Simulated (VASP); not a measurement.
# NaLa (P-6m2) in VASP: further runs

The runs below take NaLa through single point, with LDA.

All numbers are computed with VASP 6.6.1; they aren't measurements. Logs are shortened: lines on timing, memory, paths and dates and some standing lists are left out, and cuts for length are marked.

## Step 1: The cell of the first run

The structure is hexagonal, space group P-6m2 (No. 187). Conventional cell: a = 3.630 Å, b = 3.630 Å, c = 6.527 Å, α = 90.00°, β = 90.00°, γ = 120.00°. Within 4.8 Å of La (site symmetry -6m2) lie 6 La at 3.63 Å and 6 Na at 3.88 Å. Na (site symmetry -6m2) has 6 Na at 3.63 Å and 6 La at 3.88 Å within 4.8 Å.

## Step 2: Single point, LDA (volume scaled by 1.02)

Input file INCAR:

```
SYSTEM = NaLa
ALGO     = Normal         ! electronic algorithm
EDIFF    = 1E-7           ! SCF threshold, eV
ENCUT    = 520            ! plane-wave cutoff, eV
GGA      = CA             ! functional
ISIF     = 2              ! what is computed and relaxed
ISMEAR   = 0              ! smearing method
LASPH    = .True.         ! aspherical terms in the spheres
LCHARG   = .False.        ! write CHGCAR
LREAL    = .False.        ! projectors in reciprocal space
LWAVE    = .False.        ! write WAVECAR
NBANDS   = 16             ! bands
NELM     = 80             ! most SCF steps
PREC     = Accurate       ! precision mode
SIGMA    = 0.05           ! smearing width, eV
```

Input file KPOINTS:

```
k-points
0
Gamma
  9 9 4
  0 0 0
```

Input file POSCAR:

```
NaLa
1.0
    3.6301339215      0.0000000000      0.0000000000
   -1.8150669607      3.1437881951      0.0000000000
    0.0000000000      0.0000000000      6.5267222050
La Na
1 1
Direct
    0.0000000000      0.0000000000      0.5000000000
    0.6666666667      0.3333333333      0.0000000000
```

Potentials or basis: VASP PAW LDA potentials, release 64 (La, Na_pv).

Command:

```
cat potpaw_LDA.64/La/POTCAR potpaw_LDA.64/Na_pv/POTCAR > POTCAR
mpirun -np 1 vasp_std > vasp.out
```

OUTCAR:

```text
SYSTEM = NaLa
   EDIFF = 1E-7
   ENCUT = 520
   GGA = CA
   ISIF = 2
   ISMEAR = 0
   LASPH = .True.
   LREAL = .False.
   NELM = 80
   PREC = Accurate

 ion  position               nearest neighbor table
   1  0.000  0.000  0.500-
   2  0.667  0.333  0.000-

  LATTYP: Found a hexagonal cell.
 ALAT       =     3.6301339215
 C/A-ratio  =     1.7979287669

  Lattice vectors:

 A1 = (   3.6301339215,   0.0000000000,   0.0000000000)
 A2 = (  -1.8150669607,   3.1437881951,   0.0000000000)
 A3 = (   0.0000000000,   0.0000000000,   6.5267222050)

Analysis of symmetry for initial positions (statically):
=====================================================================
 Subroutine PRICEL returns:
 Original cell was already a primitive cell.

 Routine SETGRP: Setting up the symmetry group for a
 hexagonal supercell.

 Subroutine GETGRP returns: Found 12 space group operations
 (whereof 12 operations were pure point group operations)
 out of a pool of 24 trial point group operations.

The static configuration has the point symmetry D_3h.

Analysis of symmetry for dynamics (positions and initial velocities):
=====================================================================
 Subroutine PRICEL returns:
 Original cell was already a primitive cell.

 Routine SETGRP: Setting up the symmetry group for a
 hexagonal supercell.

 Subroutine GETGRP returns: Found 12 space group operations
 (whereof 12 operations were pure point group operations)
 out of a pool of 24 trial point group operations.

The dynamic configuration has the point symmetry D_3h.

 Subroutine INISYM returns: Found 12 space group operations
 (whereof 12 operations are pure point group operations),
 and found     1 'primitive' translations

----------------------------------------------------------------------------------------

                                     Primitive cell

  volume of cell :      74.4854

  direct lattice vectors                    reciprocal lattice vectors
     3.630133922  0.000000000  0.000000000     0.275471931  0.159043793  0.000000000
    -1.815066961  3.143788195  0.000000000     0.000000000  0.318087587  0.000000000
     0.000000000  0.000000000  6.526722205     0.000000000  0.000000000  0.153216265

  length of vectors
     3.630133922  3.630133921  6.526722205     0.318087587  0.318087587  0.153216265

  position of ions in fractional coordinates (direct lattice)
     0.000000000  0.000000000  0.500000000
     0.666666667  0.333333333  0.000000000

  ion indices of the primitive-cell ions
   primitive index   ion index
                 1           1
                 2           2

----------------------------------------------------------------------------------------

 KPOINTS: k-points

Automatic generation of k-mesh.
 Grid dimensions read from file:
 generate k-points for:    9    9    4

 Generating k-lattice:

  Cartesian coordinates                     Fractional coordinates (reciprocal lattice)
     0.030607992  0.017671533  0.000000000     0.111111111 -0.000000000  0.000000000
     0.000000000  0.035343065  0.000000000     0.000000000  0.111111111  0.000000000
     0.000000000  0.000000000  0.038304066     0.000000000  0.000000000  0.250000000

  Length of vectors
     0.035343065  0.035343065  0.038304066

  Shift w.r.t. Gamma in fractional coordinates (k-lattice)
     0.000000000  0.000000000  0.000000000

 Subroutine IBZKPT returns following result:
 ===========================================

 Found     36 irreducible k-points:

 Following reciprocal coordinates:
            Coordinates               Weight
  0.000000  0.000000  0.000000      1.000000
  0.111111 -0.000000  0.000000      6.000000
  0.222222 -0.000000  0.000000      6.000000
  0.333333  0.000000  0.000000      6.000000
  0.444444 -0.000000  0.000000      6.000000
  0.111111  0.111111  0.000000      6.000000
[... 16 lines left out ...]
  0.333333  0.222222  0.250000     24.000000
  0.333333  0.333333  0.250000      4.000000
 [... further k-points ...]
   k-points           NKPTS =     36   k-points in BZ     NKDIM =     36   number of bands    NBANDS=     16
   number of dos      NEDOS =    301   number of ions     NIONS =      2
   total plane-waves  NPLWV =  39200
   dimension x,y,z NGX =    28 NGY =   28 NGZ =   50
   dimension x,y,z NGXF=    56 NGYF=   56 NGZF=  100
   ions per type =               1   1
   NGX,Y,Z   is equivalent  to a cutoff of  12.82, 12.82, 12.74 a.u.
   NGXF,Y,Z  is equivalent  to a cutoff of  25.65, 25.65, 25.47 a.u.
 SYSTEM =  NaLa
   PREC   = accura    normal or accurate (medium, high low for compatibility)
   ISTART =      0    job   : 0-new  1-cont  2-samecut
   ICHARG =      2    charge: 1-file 2-atom 10-const
   ISPIN  =      1    spin polarized calculation?
   LNONCOLLINEAR =      F non collinear calculations
   LSORBIT =      F    spin-orbit coupling
   LASPH  =      T    aspherical Exc in radial PAW
   ENCUT  =  520.0 eV  38.22 Ry    6.18 a.u.   6.75  6.75 12.14*2*pi/ulx,y,z
   NELM   =     80;   NELMIN=  2; NELMDL= -5     # of ELM steps
   EDIFF  = 0.1E-06   stopping-criterion for ELM
   LREAL  =      F    real-space projection
   EDIFFG = 0.1E-05   stopping-criterion for IOM
   NSW    =      0    number of steps for IOM
   IBRION =     -1    ionic relax: 0-MD 1-quasi-New 2-CG
   NFREE  =      0    steps in history (QN), initial steepest desc. (CG)
   ISIF   =      2    stress and relaxation
   ISYM   =      2    0-nonsym 1-usesym 2-fastsym
   POTIM  = 0.5000    time-step for ionic-motion
   TEBEG  =    0.0;   TEEND  =   0.0 temperature during run
   PSTRESS=    0.0 pullay stress
   NELECT =      18.0000    total number of electrons
   NUPDOWN=      -1.0000    fix difference up-down
   EMIN   =  10.00;   EMAX   =-10.00  energy-range for DOS
   EFERMI =   0.00;   METHOD = LEGACY
   ISMEAR =     0;   SIGMA  =   0.05  broadening in eV -4-tet -1-fermi 0-gaus
   EFERMI_NEDOS =   21; number of points for ismear=-14 and -15
   IALGO  =     38    algorithm
   IMIX   =      4    mixing-type and parameters
     AMIX     =   0.40;   BMIX     =  1.00
     AMIX_MAG =   1.60;   BMIX_MAG =  1.00
  volume/ion in A,a.u.               =      37.24       251.33
  Fermi-wavevector in a.u.,A,eV,Ry     =   1.019707  1.926966 14.147364  1.039802
  Thomas-Fermi vector in A             =   2.153236
   LORBIT       =      0    0 simple, 1 ext, 2 COOP (PROOUT), +10 PAW based schemes
   GGA     = CA    functional components
   LHFCALC =     F    Hartree Fock is set to
   AEXX    =    0.0000 exact exchange contribution
   IVDW    =     0    specifies the selected vdW correction
   LEPSILON=     F    determine dielectric tensor
   LRPA    =     F    only Hartree local field effects (RPA)
 non-spin polarized calculation
 Gauss-broadening in eV      SIGMA  =   0.05
  energy-cutoff  :      520.00
  volume of cell :       74.49
 maximum number of plane-waves:      2040
 NGX is ok and might be reduce to    28
   NGX = 13   NGY = 13   NGZ = 25

 number of electron      18.0000003 magnetization

 Free energy of the ion-electron system (eV)
  ---------------------------------------------------
  ext. energy  EPLUGINS =         0.00000000
  ---------------------------------------------------
  free energy    TOTEN  =        -6.54604450 eV

  energy without entropy =       -6.54118721  energy(sigma->0) =       -6.54361585

 E-fermi :   3.8479     XC(G=0):  -8.3047

 val. band max:        3.8460787533   @ k =   0.0000   0.0000   0.5000
 cond. band min:       3.8487674246   @ k =   0.2222   0.2222   0.2500
 fundamental gap:      0.0026886713
 Fermi energy:         3.8479362658

 k-point     1 :       0.0000    0.0000    0.0000
  band No.  band energies     occupation
      1     -29.1803      2.00000
      2     -20.6080      2.00000
      3     -20.6074      2.00000
      4     -20.6074      2.00000
      5     -12.9650      2.00000
      6     -12.1340      2.00000
[... 8 lines left out ...]
     15       5.4593      0.00000
     16       5.4595      0.00000

 k-point     2 :       0.1111   -0.0000    0.0000
  band No.  band energies     occupation
      1     -29.1595      2.00000
      2     -20.6119      2.00000
      3     -20.6084      2.00000
      4     -20.6072      2.00000
      5     -12.9388      2.00000
      6     -12.3106      2.00000
[... 8 lines left out ...]
     15       5.3349      0.00000
     16       5.4291      0.00000

 k-point     3 :       0.2222   -0.0000    0.0000
  band No.  band energies     occupation
      1     -29.1060      2.00000
      2     -20.6232      2.00000
      3     -20.6112      2.00000
      4     -20.6055      2.00000
      5     -12.8712      2.00000
      6     -12.7324      2.00000
[... 8 lines left out ...]
     15       5.3605      0.00000
     16       5.4009      0.00000

 k-point     4 :       0.3333    0.0000    0.0000
  band No.  band energies     occupation
      1     -29.0440      2.00000
      2     -20.6361      2.00000
      3     -20.6142      2.00000
      4     -20.6035      2.00000
      5     -13.1756      2.00000
      6     -12.7927      2.00000
[... 8 lines left out ...]
     15       5.3945      0.00000
     16       5.4457      0.00000

 k-point     5 :       0.4444   -0.0000    0.0000
  band No.  band energies     occupation
      1     -29.0029      2.00000
      2     -20.6445      2.00000
      3     -20.6163      2.00000
      4     -20.6022      2.00000
      5     -13.4479      2.00000
      6     -12.7403      2.00000
[... 8 lines left out ...]
     15       5.4167      0.00000
     16       5.4428      0.00000

 k-point     6 :       0.1111    0.1111    0.0000
  band No.  band energies     occupation
      1     -29.1223      2.00000
      2     -20.6194      2.00000
      3     -20.6107      2.00000
      4     -20.6060      2.00000
      5     -12.8918      2.00000
      6     -12.5925      2.00000
[... 8 lines left out ...]
     15       5.3634      0.00000
     16       5.4193      0.00000
[... 267 lines left out ...]
 k-point    21 :       0.4444    0.1111    0.2500
  band No.  band energies     occupation
      1     -28.9919      2.00000
      2     -20.6442      2.00000
      3     -20.6194      2.00000
      4     -20.6018      2.00000
      5     -13.4366      2.00000
      6     -12.7269      2.00000
[... 8 lines left out ...]
     15       5.3996      0.00000
     16       5.4579      0.00000

 k-point    22 :       0.2222    0.2222    0.2500
  band No.  band energies     occupation
      1     -29.0165      2.00000
      2     -20.6368      2.00000
      3     -20.6206      2.00000
      4     -20.6026      2.00000
      5     -13.1932      2.00000
      6     -12.7586      2.00000
[... 8 lines left out ...]
     15       5.3632      0.00000
     16       5.4906      0.00000

 k-point    23 :       0.3333    0.2222    0.2500
  band No.  band energies     occupation
      1     -28.9848      2.00000
      2     -20.6398      2.00000
      3     -20.6256      2.00000
      4     -20.6016      2.00000
      5     -13.2909      2.00000
      6     -12.7998      2.00000
[... 8 lines left out ...]
     15       5.3777      0.00000
     16       5.5274      0.00000

 k-point    24 :       0.3333    0.3333    0.2500
  band No.  band energies     occupation
      1     -28.9738      2.00000
      2     -20.6342      2.00000
      3     -20.6339      2.00000
      4     -20.6013      2.00000
      5     -13.1000      2.00000
      6     -13.0983      2.00000
[... 8 lines left out ...]
     15       5.2277      0.00000
     16       5.4351      0.00000

 [... further k-points ...]
[... 5 lines left out ...]
  --------------------------------------------------------------------------------------
  -------------------------------------------------------------------------------------
  Total       -1.2307242     -1.2307242     -0.8472702     -0.0000000      0.0000000     -0.0000000
  in kB      -26.4728248    -26.4728248    -18.2247443     -0.0000000      0.0000000     -0.0000000
  external PRESSURE =     -23.7234646 kB  Pullay stress =       0.0000000 kB

 VOLUME and BASIS-vectors are now :
 -----------------------------------------------------------------------------
  energy-cutoff  :      520.00
  volume of cell :       74.49
      direct lattice vectors                 reciprocal lattice vectors
     3.630133922  0.000000000  0.000000000     0.275471931  0.159043793  0.000000000
    -1.815066961  3.143788195  0.000000000     0.000000000  0.318087587  0.000000000
     0.000000000  0.000000000  6.526722205     0.000000000  0.000000000  0.153216265

 POSITION                                       TOTAL-FORCE (eV/Angst)
 -----------------------------------------------------------------------------------
      0.00000      0.00000      3.26336         0.000000     -0.000000      0.000000
      1.81507      1.04793      0.00000        -0.000000      0.000000      0.000000
 -----------------------------------------------------------------------------------
    total drift:                               -0.000000      0.000000      0.000000

  FREE ENERGIE OF THE ION-ELECTRON SYSTEM (eV)
  ---------------------------------------------------
  free  energy   TOTEN  =        -6.5460444975 eV

  energy  without entropy=       -6.5411872074  energy(sigma->0) =       -6.54361585
```

Wall time 24 s (1 thread of AMD EPYC 9R45 (Zen 5), shared host); peak memory 0.17 GiB.

Results:

| Item | Value |
| --- | --- |
| Free energy | -6.5460 eV |
| Pressure | -2.4 GPa |
| Band gap on the k mesh | zero (band 9 reaches 4.08 eV, above the bottom of band 10 at 3.56 eV) |

Caveat: spin-orbit coupling is left out, which moves the levels of the heavy elements.

## Step 3: Single point, LDA (volume scaled by 1.04)

Input file INCAR:

```
SYSTEM = NaLa
ALGO = Fast
EDIFF = 1E-6
ENCUT = 520
GGA = CA
ISIF = 2
ISMEAR = 0
LASPH = .True.
LCHARG = .True.
LELF = .True.
LREAL = .False.
LVHAR = .True.
LWAVE = .False.
NBANDS = 16
NELM = 80
PREC = Accurate
SIGMA = 0.05
```

KPOINTS is that of step 2.

Input file POSCAR:

```
NaLa
1.0
    3.6537068802      0.0000000000      0.0000000000
   -1.8268534401      3.1642029762      0.0000000000
    0.0000000000      0.0000000000      6.5691047056
La Na
1 1
Direct
    0.0000000000      0.0000000000      0.5000000000
    0.6666666667      0.3333333333      0.0000000000
```

Potentials or basis: VASP PAW LDA potentials, release 64 (La, Na_pv).

Command:

```
cat potpaw_LDA.64/La/POTCAR potpaw_LDA.64/Na_pv/POTCAR > POTCAR
mpirun -np 1 vasp_std > vasp.out
```

OUTCAR:

```text
SYSTEM = NaLa
   EDIFF = 1E-6
   ENCUT = 520
   GGA = CA
   ISIF = 2
   ISMEAR = 0
   LASPH = .True.
   LREAL = .False.
   NELM = 80
   PREC = Accurate

 ion  position               nearest neighbor table
   1  0.000  0.000  0.500-
   2  0.667  0.333  0.000-

  LATTYP: Found a hexagonal cell.
 ALAT       =     3.6537068802
 C/A-ratio  =     1.7979287669

  Lattice vectors:

 A1 = (   3.6537068802,   0.0000000000,   0.0000000000)
 A2 = (  -1.8268534401,   3.1642029762,   0.0000000000)
[... 192 lines left out ...]
      6     -12.3065      2.00000
[... 433 lines left out ...]
      3     -20.7764      2.00000
      4     -20.7431      2.00000
      5     -13.2199      2.00000
      6     -13.2185      2.00000
[... 8 lines left out ...]
     15       5.1502      0.00000
     16       5.3987      0.00000

 [... further k-points ...]
[... 5 lines left out ...]
  --------------------------------------------------------------------------------------
  -------------------------------------------------------------------------------------
  Total       -1.3309062     -1.3309062     -1.1386792      0.0000000      0.0000000      0.0000000
  in kB      -28.0772001    -28.0772001    -24.0219214      0.0000000      0.0000000      0.0000000
  external PRESSURE =     -26.7254405 kB  Pullay stress =       0.0000000 kB

 VOLUME and BASIS-vectors are now :
 -----------------------------------------------------------------------------
  energy-cutoff  :      520.00
  volume of cell :       75.95
      direct lattice vectors                 reciprocal lattice vectors
     3.653706880  0.000000000  0.000000000     0.273694643  0.158017676  0.000000000
    -1.826853440  3.164202976  0.000000000     0.000000000  0.316035352  0.000000000
     0.000000000  0.000000000  6.569104706     0.000000000  0.000000000  0.152227746

 POSITION                                       TOTAL-FORCE (eV/Angst)
 -----------------------------------------------------------------------------------
      0.00000      0.00000      3.28455        -0.000000     -0.000000      0.000000
      1.82685      1.05473      0.00000         0.000000      0.000000      0.000000
 -----------------------------------------------------------------------------------
    total drift:                               -0.000000      0.000000      0.000000

  FREE ENERGIE OF THE ION-ELECTRON SYSTEM (eV)
  ---------------------------------------------------
  free  energy   TOTEN  =        -6.5235863136 eV

  energy  without entropy=       -6.5191996774  energy(sigma->0) =       -6.52139300
```

OSZICAR:

```text
N       E                     dE             d eps       ncg     rms          rms(c)
DAV:   1     0.178986550987E+03    0.17899E+03   -0.75824E+03  1160   0.140E+03
[... 22 lines left out ...]
RMM:  24    -0.652361664132E+01    0.64486E-04   -0.80701E-05  1692   0.423E-02    0.648E-02
RMM:  25    -0.652358000683E+01    0.36634E-04   -0.59660E-05  1681   0.401E-02    0.562E-02
RMM:  26    -0.652357608844E+01    0.39184E-05   -0.40117E-05  1636   0.356E-02    0.546E-02
RMM:  27    -0.652358012232E+01   -0.40339E-05   -0.22740E-05  1612   0.318E-02    0.508E-02
RMM:  28    -0.652358508464E+01   -0.49623E-05   -0.20312E-05  1557   0.295E-02    0.501E-02
RMM:  29    -0.652358678577E+01   -0.17011E-05   -0.16144E-05  1535   0.265E-02    0.503E-02
RMM:  30    -0.652358631359E+01    0.47218E-06   -0.88999E-06  1505   0.248E-02
   1 F= -.65235863E+01 E0= -.65213930E+01  d E =-.438664E-02
```

stdout:

```text
POSCAR found type information on POSCAR LaNa
 POSCAR found :  2 types and       2 ions
 scaLAPACK will be used
 LDA part: xc-table for (Slater(with rela. corr.)+CA(PZ))
 , standard interpolation
 POSCAR, INCAR and KPOINTS ok, starting setup
 FFT: planning ... GRIDC
 FFT: planning ... GRID_SOFT
 FFT: planning ... GRID
 WAVECAR not read
 entering main loop
```

Run time: 58 s. Hardware: 1 thread of AMD EPYC 9R45 (Zen 5), shared host; peak memory 0.17 GiB.

Results:

```yaml
Free_energy: -6.5236 eV
Pressure: -2.7 GPa
Band_gap_on_the_k_mesh: zero (band 9 reaches 3.98 eV, above the bottom of band 10 at 3.46 eV)
```

Stress tensor (GPa, compression positive):
```
-2.81  0.00  0.00
 0.00 -2.81  0.00
 0.00  0.00 -2.40
```

Levels at points of the mesh, in eV from the Fermi level:
```
           k point  band 5  band 6  band 7  band 8  band 9  band 10  band 11  band 12  band 13  band 14
(0.00, 0.00, 0.00)  -16.83  -16.04  -16.04   -3.24   -1.22     0.92     1.03     1.39     1.39     1.57
(0.00, 0.00, 0.50)  -16.84  -16.04  -16.04   -2.37   -2.01     0.01     0.92     1.14     1.39     1.39
```

Caveat: spin-orbit coupling is left out, which moves the levels of the heavy elements.
